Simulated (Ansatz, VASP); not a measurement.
**Be: VASP beside Ansatz**

```
CELL_PARAMETERS angstrom
2.28530 0.00000 0.00000
-1.14265 1.97913 0.00000
0.00000 0.00000 3.58420
ATOMIC_POSITIONS crystal
Be 0.33333 0.66667 0.25000
Be 0.66667 0.33333 0.75000
```

Alike in both runs: functional PBE; k mesh 16 × 16 × 9; occupations fermi-dirac, width 0.05 eV; no spin polarisation.

Ansatz relaxed the structure, and its values are those at the end. VASP's run is a single point on that final structure, the one shown.

|  | VASP | Ansatz |
| --- | --- | --- |
| version | VASP 6.6.1 | Ansatz 0.2.0 |
| potentials or method | VASP PAW PBE potentials, release 64 (Be) | plane-wave PAW, scalar-relativistic |
| plane-wave cutoff (eV) | 520 | 420 |
| valence electrons in the cell | 4 | 4 |

|  | VASP | Ansatz | Ansatz less VASP |
| --- | --- | --- | --- |
| pressure (GPa) | -2.7 | -2.9 | -0.14 |

The functional is the same, so the differences come from potentials, cutoffs and numerics. Ansatz's warnings: stress scf threshold loose.
